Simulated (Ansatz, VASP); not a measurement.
One calculation of NbN, two programs

```
Nb N
1.0
     0.00000    2.20583    2.20583
     2.20583    0.00000    2.20583
     2.20583    2.20583    0.00000
Nb N
1 1
Direct
  0.50000 0.50000 0.50000
  0.00000 0.00000 0.00000
```

Alike in both runs: functional r2SCAN; k mesh 14 × 14 × 14; occupations gaussian, width 0.1 eV; no spin polarisation.

Ansatz relaxed the structure, and its values are those at the end. VASP's run is a single point on that final structure, the one shown.

```csv
,VASP,Ansatz
version,VASP 6.6.1,Ansatz 0.2.0
potentials or method,"VASP PAW PBE potentials, release 64 (Nb_sv, N), cutoff 660 eV","scalar-relativistic, plane waves, PAW"
valence electrons in the cell,18,18
```

|  | VASP | Ansatz | Ansatz less VASP |
| --- | --- | --- | --- |
| gap on the k mesh at the Fermi level (eV) | none | none | - |
| pressure (GPa) | 0.0 | 0.0 | -0.05 |

VASP's potentials were made for PBE, not for r2SCAN. A gap of «none» marks a metal or a gap that the smearing closes.
